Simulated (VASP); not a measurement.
Here is a VASP 6.6.1 calculation.

The input INCAR:

```
SYSTEM = SrO
PREC = Accurate ; ENCUT = 520
EDIFF = 1E-6 ; ISMEAR = 0
SIGMA = 0.05 ; LREAL = .False.
LASPH = .True. ; NELM = 100
ALGO = Normal ; ISIF = 2
LWAVE = .False. ; LCHARG = .False.
NBANDS = 15
```

File KPOINTS:

```
Automatic mesh
0
Gamma
  8 8 8
  0 0 0
```

The input POSCAR:

```
SrO
1.0
    0.0000000000      2.4413100000      2.6982900000
    2.4413100000      0.0000000000      2.6982900000
    2.4413100000      2.4413100000      0.0000000000
Sr O
1 1
Direct
    0.0000000000      0.0000000000      0.0000000000
    0.5000000000      0.5000000000      0.5000000000
```

Potentials or basis: VASP PAW LDA potentials, release 64 (Sr_sv, O).

Launch:

```bash
$ cat potpaw_LDA.64/Sr_sv/POTCAR potpaw_LDA.64/O/POTCAR > POTCAR
$ mpirun -np 1 vasp_std > vasp.out
```

(1) Estimate the band gap on the k mesh.

(2) Estimate the pressure.

Answers

(1) 2.81 eV, direct.

(2) 4.3 GPa.

Caveat: the cell differs from its parent crystal (strain -0.050 along x and y, +0.050 along z).
